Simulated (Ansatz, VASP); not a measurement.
# One calculation of NiO, two programs

Contents of INCAR:

```
SYSTEM = NiO
  PREC = Accurate
  ENCUT = 700
  EDIFF = 1E-6
  ISMEAR = 1
  SIGMA = 0.05
  LREAL = .False.
  LASPH = .True.
  NELM = 200
  ALGO = Normal
  ISIF = 2
  LWAVE = .False.
  LCHARG = .False.
  ISPIN = 2
  MAGMOM = 1.91 0.21
  LORBIT = 11
  LMAXMIX = 4
  LDAU = .True.
  LDAUTYPE = 2
  LDAUL = 2 -1
  LDAUU = 7 0
  LDAUJ = 0 0
  LDAUPRINT = 1
  GGA = PE
  NBANDS = 23
  GGA_COMPAT = .False.
```

The input KPOINTS:

```
regular mesh
0
Gamma
  11 11 11
  0 0 0
```

File POSCAR:

```
NiO
1.0
    0.0000000000      2.0859016400      2.0859016400
    2.0859016400      0.0000000000      2.0859016400
    2.0859016400      2.0859016400      0.0000000000
Ni O
1 1
Direct
    0.0000000000      0.0000000000      0.0000000000
    0.5000000000      0.5000000000      0.5000000000
```

Contents of input.yaml:

```yaml
crystal:
  lattice: { a: 4.17180328, b: 4.17180328, c: 4.17180328, alpha: 90.0, beta: 90.0, gamma: 90.0 }
  space_group: 225
  reduce_to_primitive: true
  atoms:
    - { symbol: Ni, wyckoff: "4a", position: [0.0, 0.0, 0.0], spin: 1.0 }
    - { symbol: O, wyckoff: "4b", position: [0.5, 0.0, 0.0] }
hamiltonian:
  xc: pbe
  pseudopotentials: { kind: paw }
  hubbard: { sites: [{ species: Ni, l: d, u_eff: 7.0 }], double_counting: fll }
magnetization:
  spin_polarized: true
kpoints:
  mp_grid: { grid: [11, 11, 11] }
scf:
  occupations: { method: methfessel_paxton, width: 0.05 }
  n_extra_bands: 6
output:
  forces: true
  stress: true
  eigenvalues: true
  dos: { projected: false, de: 0.05, nscf_kmesh: { grid: [17, 17, 17] } }
```

Alike in both runs: functional PBE; k mesh 11 × 11 × 11; occupations methfessel-paxton of order 1, width 0.05 eV; collinear spin; Hubbard terms Ni d U = 7.0 eV.

|  | VASP | Ansatz |
| --- | --- | --- |
| version | VASP 6.6.1 | Ansatz 0.2.0 |
| potentials or method | VASP PAW PBE potentials, release 64 (Ni_sv_GW, O) | Ansatz PAW |
| plane-wave cutoff (eV) | 700 | 420 |
| valence electrons in the cell | 24 | 24 |
| task | single point | density of states |

Ansatz gave:

| Item | Value |
| --- | --- |
| gap on the k mesh at the Fermi level (eV) | 2.38 |
| least direct gap on the mesh (eV) | 3.24 |
| pressure (GPa) | 15.1 |
| net moment per atom (μB) | 1.00 |
| size of the moment on the site where the two differ most (μB) | 1.74 |

Q: Which values does VASP return?

A: gap on the k mesh at the Fermi level (eV): 2.47; least direct gap on the mesh (eV): 3.79; pressure (GPa): 12.2; net moment per atom (μB): 1.00; size of the moment on the site where the two differ most (μB): 1.80.

Site moments also hang on the region over which each program counts them. The programs project onto different local orbitals, so the same U acts differently, and such runs can settle in different states.

Noted on Ansatz's run: the magnetic or orbital state may not be the lowest; odd divisions of the mesh miss points on the zone boundary, where band edges often lie, so the gap on the mesh can be too wide.
